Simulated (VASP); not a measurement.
# SiC (b) (F-43m) in VASP: notebook

Runs on SiC (b). Level: PBE. Tasks: single point.

All numbers are computed with VASP 6.6.1; they aren't measurements. Logs are shortened: lines on timing, memory, paths and dates and some standing lists are left out, and cuts for length are marked.

## Step 1: The cell of the first run

It takes space group F-43m (No. 216, cubic). The conventional cell has a = 4.380 Å, b = 4.380 Å, c = 4.380 Å, α = 90.00°, β = 90.00°, γ = 90.00°. Within 2.5 Å of Si (site symmetry -43m) lie 4 C at 1.90 Å. Within 2.5 Å of C (site symmetry -43m) lie 4 Si at 1.90 Å.

## Step 2: Single point, PBE

Contents of INCAR:

```
PREC     = Accurate       # precision mode
ENCUT    = 600            # plane-wave cutoff, eV
EDIFF    = 1E-6           # SCF threshold, eV
ISMEAR   = 0              # smearing method
SIGMA    = 0.02           # smearing width, eV
LREAL    = F              # projectors in reciprocal space
LASPH    = T              # aspherical terms in the spheres
NELM     = 120            # most SCF steps
ALGO     = Normal         # electronic algorithm
ISIF     = 2              # what is computed and relaxed
LWAVE    = F              # write WAVECAR
LCHARG   = F              # write CHGCAR
GGA      = PE             # functional
NBANDS   = 11             # bands
GGA_COMPAT= F
```

Contents of KPOINTS:

```
Automatic mesh
0
Gamma
  10 10 10
```

Contents of POSCAR:

```
SiC
1.0
    0.0000000000      2.1898716617      2.1898716617
    2.1898716617      0.0000000000      2.1898716617
    2.1898716617      2.1898716617      0.0000000000
Si C
1 1
Direct
    0.0000000000      0.0000000000      0.0000000000
    0.2500000000      0.2500000000      0.2500000000
```

Potentials or basis: VASP PAW PBE potentials, release 64 (Si, C).

The run is started by

```sh
> cat potpaw_PBE.64/Si/POTCAR potpaw_PBE.64/C/POTCAR > POTCAR
> mpirun -np 1 vasp_std > vasp.out
```

OUTCAR:

```text
PREC = Accurate
   ENCUT = 600
   EDIFF = 1E-6
   ISMEAR = 0
   LREAL = F
   LASPH = T
   NELM = 120
   ISIF = 2
   GGA = PE

 ion  position               nearest neighbor table
   1  0.000  0.000  0.000-   2 1.90   2 1.90   2 1.90   2 1.90
   2  0.250  0.250  0.250-   1 1.90   1 1.90   1 1.90   1 1.90

  LATTYP: Found a face centered cubic cell.
 ALAT       =     4.3797433234

  Lattice vectors:

 A1 = (   0.0000000000,   2.1898716617,   2.1898716617)
 A2 = (   2.1898716617,   0.0000000000,   2.1898716617)
 A3 = (   2.1898716617,   2.1898716617,   0.0000000000)

Analysis of symmetry for initial positions (statically):
=====================================================================
 Subroutine PRICEL returns:
 Original cell was already a primitive cell.

 Routine SETGRP: Setting up the symmetry group for a
 face centered cubic supercell.

 Subroutine GETGRP returns: Found 24 space group operations
 (whereof 24 operations were pure point group operations)
 out of a pool of 48 trial point group operations.

The static configuration has the point symmetry T_d .

Analysis of symmetry for dynamics (positions and initial velocities):
=====================================================================
 Subroutine PRICEL returns:
 Original cell was already a primitive cell.

 Routine SETGRP: Setting up the symmetry group for a
 face centered cubic supercell.

 Subroutine GETGRP returns: Found 24 space group operations
 (whereof 24 operations were pure point group operations)
 out of a pool of 48 trial point group operations.

The dynamic configuration has the point symmetry T_d .

 Subroutine INISYM returns: Found 24 space group operations
 (whereof 24 operations are pure point group operations),
 and found     1 'primitive' translations

----------------------------------------------------------------------------------------

                                     Primitive cell

  volume of cell :      21.0032

  direct lattice vectors                    reciprocal lattice vectors
     0.000000000  2.189871662  2.189871662    -0.228323883  0.228323883  0.228323883
     2.189871662  0.000000000  2.189871662     0.228323883 -0.228323883  0.228323883
     2.189871662  2.189871662  0.000000000     0.228323883  0.228323883 -0.228323883

  length of vectors
     3.096946204  3.096946204  3.096946204     0.395468565  0.395468565  0.395468565

  position of ions in fractional coordinates (direct lattice)
     0.000000000  0.000000000  0.000000000
     0.250000000  0.250000000  0.250000000

  ion indices of the primitive-cell ions
   primitive index   ion index
                 1           1
                 2           2

----------------------------------------------------------------------------------------

 KPOINTS: Automatic mesh

Automatic generation of k-mesh.
 Grid dimensions read from file:
 generate k-points for:   10   10   10

 Generating k-lattice:

  Cartesian coordinates                     Fractional coordinates (reciprocal lattice)
    -0.022832388  0.022832388  0.022832388     0.100000000  0.000000000  0.000000000
     0.022832388 -0.022832388  0.022832388     0.000000000  0.100000000  0.000000000
     0.022832388  0.022832388 -0.022832388     0.000000000  0.000000000  0.100000000

  Length of vectors
     0.039546857  0.039546857  0.039546857

  Shift w.r.t. Gamma in fractional coordinates (k-lattice)
     0.000000000  0.000000000  0.000000000

 Subroutine IBZKPT returns following result:
 ===========================================

 Found     47 irreducible k-points:

 Following reciprocal coordinates:
            Coordinates               Weight
  0.000000  0.000000  0.000000      1.000000
  0.100000  0.000000  0.000000      8.000000
  0.200000  0.000000  0.000000      8.000000
  0.300000  0.000000  0.000000      8.000000
  0.400000  0.000000  0.000000      8.000000
  0.500000  0.000000  0.000000      4.000000
[... 16 lines left out ...]
  0.300000  0.300000  0.000000      6.000000
  0.400000  0.300000  0.000000     24.000000
 [... further k-points ...]
   k-points           NKPTS =     47   k-points in BZ     NKDIM =     47   number of bands    NBANDS=     11
   number of dos      NEDOS =    301   number of ions     NIONS =      2
   total plane-waves  NPLWV =  21952
   dimension x,y,z NGX =    28 NGY =   28 NGZ =   28
   dimension x,y,z NGXF=    56 NGYF=   56 NGZF=   56
   ions per type =               1   1
   NGX,Y,Z   is equivalent  to a cutoff of  15.03, 15.03, 15.03 a.u.
   NGXF,Y,Z  is equivalent  to a cutoff of  30.06, 30.06, 30.06 a.u.
 SYSTEM =  unknown system
   PREC   = accura    normal or accurate (medium, high low for compatibility)
   ISTART =      0    job   : 0-new  1-cont  2-samecut
   ICHARG =      2    charge: 1-file 2-atom 10-const
   ISPIN  =      1    spin polarized calculation?
   LNONCOLLINEAR =      F non collinear calculations
   LSORBIT =      F    spin-orbit coupling
   LASPH  =      T    aspherical Exc in radial PAW
   ENCUT  =  600.0 eV  44.10 Ry    6.64 a.u.   6.19  6.19  6.19*2*pi/ulx,y,z
   NELM   =    120;   NELMIN=  2; NELMDL= -5     # of ELM steps
   EDIFF  = 0.1E-05   stopping-criterion for ELM
   LREAL  =      F    real-space projection
   EDIFFG = 0.1E-04   stopping-criterion for IOM
   NSW    =      0    number of steps for IOM
   IBRION =     -1    ionic relax: 0-MD 1-quasi-New 2-CG
   NFREE  =      0    steps in history (QN), initial steepest desc. (CG)
   ISIF   =      2    stress and relaxation
   ISYM   =      2    0-nonsym 1-usesym 2-fastsym
   POTIM  = 0.5000    time-step for ionic-motion
   TEBEG  =    0.0;   TEEND  =   0.0 temperature during run
   PSTRESS=    0.0 pullay stress
   NELECT =       8.0000    total number of electrons
   NUPDOWN=      -1.0000    fix difference up-down
   EMIN   =  10.00;   EMAX   =-10.00  energy-range for DOS
   EFERMI =   0.00;   METHOD = LEGACY
   ISMEAR =     0;   SIGMA  =   0.02  broadening in eV -4-tet -1-fermi 0-gaus
   EFERMI_NEDOS =   21; number of points for ismear=-14 and -15
   IALGO  =     38    algorithm
   IMIX   =      4    mixing-type and parameters
     AMIX     =   0.40;   BMIX     =  1.00
     AMIX_MAG =   1.60;   BMIX_MAG =  1.00
  volume/ion in A,a.u.               =      10.50        70.87
  Fermi-wavevector in a.u.,A,eV,Ry     =   1.186705  2.242548 19.160665  1.408269
  Thomas-Fermi vector in A             =   2.322872
   LORBIT       =      0    0 simple, 1 ext, 2 COOP (PROOUT), +10 PAW based schemes
   GGA     = PE    functional components
   LHFCALC =     F    Hartree Fock is set to
   AEXX    =    0.0000 exact exchange contribution
   IVDW    =     0    specifies the selected vdW correction
   LEPSILON=     F    determine dielectric tensor
   LRPA    =     F    only Hartree local field effects (RPA)
 non-spin polarized calculation
 Gauss-broadening in eV      SIGMA  =   0.02
  energy-cutoff  :      600.00
  volume of cell :       21.00
 maximum number of plane-waves:       725
 NGX is ok and might be reduce to    28
   NGX = 13   NGY = 13   NGZ = 13

 number of electron       8.0000000 magnetization

 Free energy of the ion-electron system (eV)
  ---------------------------------------------------
  ext. energy  EPLUGINS =         0.00000000
  ---------------------------------------------------
  free energy    TOTEN  =       -15.06218781 eV

  energy without entropy =      -15.06218781  energy(sigma->0) =      -15.06218781

 E-fermi :   8.0343     XC(G=0): -11.2911

 val. band max:        7.9395628917   @ k =   0.0000   0.0000   0.0000
 cond. band min:       9.3106113494   @ k =   0.5000   0.5000   0.0000
 fundamental gap:      1.3710484577
 Fermi energy:         8.0343368188

 k-point     1 :       0.0000    0.0000    0.0000
  band No.  band energies     occupation
      1      -7.3468      2.00000
      2       7.9396      2.00000
      3       7.9396      2.00000
      4       7.9396      2.00000
      5      13.9982      0.00000
      6      15.1446      0.00000
      7      15.1446      0.00000
      8      15.1446      0.00000
      9      22.3600      0.00000
     10      22.3600      0.00000
     11      24.1899      0.00000

 k-point     2 :       0.1000    0.0000    0.0000
  band No.  band energies     occupation
      1      -7.1538      2.00000
      2       6.9330      2.00000
      3       7.8063      2.00000
      4       7.8063      2.00000
      5      14.2812      0.00000
      6      15.3857      0.00000
      7      15.3857      0.00000
      8      15.3994      0.00000
      9      21.4261      0.00000
     10      21.4261      0.00000
     11      24.0908      0.00000

 k-point     3 :       0.2000    0.0000    0.0000
  band No.  band energies     occupation
      1      -6.5834      2.00000
      2       4.8278      2.00000
      3       7.5006      2.00000
      4       7.5006      2.00000
      5      14.0115      0.00000
      6      15.7482      0.00000
      7      15.7482      0.00000
      8      16.5842      0.00000
      9      20.7660      0.00000
     10      20.7660      0.00000
     11      23.2145      0.00000

 k-point     4 :       0.3000    0.0000    0.0000
  band No.  band energies     occupation
      1      -5.6716      2.00000
      2       2.5378      2.00000
      3       7.1857      2.00000
      4       7.1857      2.00000
      5      13.6031      0.00000
      6      15.6302      0.00000
      7      15.6302      0.00000
      8      17.5759      0.00000
      9      21.5622      0.00000
     10      21.5622      0.00000
     11      22.9274      0.00000

 k-point     5 :       0.4000    0.0000    0.0000
  band No.  band energies     occupation
      1      -4.5470      2.00000
      2       0.5097      2.00000
      3       6.9676      2.00000
      4       6.9676      2.00000
      5      13.3309      0.00000
      6      15.2693      0.00000
      7      15.2693      0.00000
      8      17.8938      0.00000
      9      23.4554      0.00000
     10      23.4554      0.00000
     11      23.4943      0.00000
[... 211 lines left out ...]
 k-point    21 :      -0.3000    0.2000    0.0000
  band No.  band energies     occupation
      1      -4.3222      2.00000
      2       1.5707      2.00000
      3       4.1625      2.00000
      4       6.7750      2.00000
      5      13.4774      0.00000
      6      16.0718      0.00000
      7      16.6068      0.00000
      8      18.0866      0.00000
      9      20.5859      0.00000
     10      23.2359      0.00000
     11      26.8255      0.00000

 k-point    22 :      -0.2000    0.2000    0.0000
  band No.  band energies     occupation
      1      -5.3655      2.00000
      2       3.1625      2.00000
      3       4.7518      2.00000
      4       7.2925      2.00000
      5      14.4255      0.00000
      6      15.8198      0.00000
      7      16.2211      0.00000
      8      16.9759      0.00000
      9      19.4073      0.00000
     10      23.2140      0.00000
     11      26.9250      0.00000

 k-point    23 :       0.3000    0.3000    0.0000
  band No.  band energies     occupation
      1      -5.1022      2.00000
      2       3.5857      2.00000
      3       5.5988      2.00000
      4       5.5988      2.00000
      5      11.0841      0.00000
      6      13.4957      0.00000
      7      19.3279      0.00000
      8      19.3279      0.00000
      9      20.1788      0.00000
     10      24.9165      0.00000
     11      29.4715      0.00000

 k-point    24 :       0.4000    0.3000    0.0000
  band No.  band energies     occupation
      1      -4.2453      2.00000
      2       2.3763      2.00000
      3       4.8185      2.00000
      4       5.3386      2.00000
      5      10.7984      0.00000
      6      13.5027      0.00000
      7      19.4019      0.00000
      8      19.7306      0.00000
      9      21.5328      0.00000
     10      25.8800      0.00000
     11      28.9669      0.00000

 [... further k-points ...]

------------------------ aborting loop because EDIFF is reached ----------------------------------------

  FORCE on cell =-STRESS in cart. coord.  units (eV):
  Direction    XX          YY          ZZ          XY          YZ          ZX
  --------------------------------------------------------------------------------------
  -------------------------------------------------------------------------------------
  Total       -0.0242534     -0.0242534     -0.0242534      0.0000000      0.0000000      0.0000000
  in kB       -1.8501055     -1.8501055     -1.8501055      0.0000000      0.0000000      0.0000000
  external PRESSURE =      -1.8501055 kB  Pullay stress =       0.0000000 kB

 VOLUME and BASIS-vectors are now :
 -----------------------------------------------------------------------------
  energy-cutoff  :      600.00
  volume of cell :       21.00
      direct lattice vectors                 reciprocal lattice vectors
     0.000000000  2.189871662  2.189871662    -0.228323883  0.228323883  0.228323883
     2.189871662  0.000000000  2.189871662     0.228323883 -0.228323883  0.228323883
     2.189871662  2.189871662  0.000000000     0.228323883  0.228323883 -0.228323883

 POSITION                                       TOTAL-FORCE (eV/Angst)
 -----------------------------------------------------------------------------------
      0.00000      0.00000      0.00000        -0.000000     -0.000000     -0.000000
      1.09494      1.09494      1.09494         0.000000      0.000000      0.000000
 -----------------------------------------------------------------------------------
    total drift:                               -0.000000     -0.000000     -0.000000

  FREE ENERGIE OF THE ION-ELECTRON SYSTEM (eV)
  ---------------------------------------------------
  free  energy   TOTEN  =       -15.0621878066 eV

  energy  without entropy=      -15.0621878066  energy(sigma->0) =      -15.06218781
```

It took 26 s on 1 thread of Intel Xeon 8259CL, shared host; peak memory 0.15 GiB.

What came out:

| Property | Result |
| --- | --- |
| Free energy | -15.0622 eV |
| Pressure | -0.2 GPa |
| Band gap on the k mesh | 1.37 eV, indirect (least direct gap 4.53 eV) |

Levels at points of the mesh, in eV from the valence-band top:
| k point | band 1 | band 2 | band 3 | band 4 | band 5 | band 6 | band 7 | band 8 | band 9 |
| --- | --- | --- | --- | --- | --- | --- | --- | --- | --- |
| (0.00, 0.00, 0.00) | -15.29 | 0.00 | 0.00 | 0.00 | 6.06 | 7.21 | 7.21 | 7.21 | 14.42 |
| (0.50, 0.00, 0.00) | -11.78 | -8.45 | -1.05 | -1.05 | 5.30 | 7.17 | 7.17 | 9.97 | 16.02 |
| (0.50, 0.50, 0.00) | -10.34 | -7.75 | -3.16 | -3.16 | 1.37 | 4.27 | 13.86 | 13.86 | 14.59 |

A k mesh can miss the band edges.

[end of part 1 of 2]
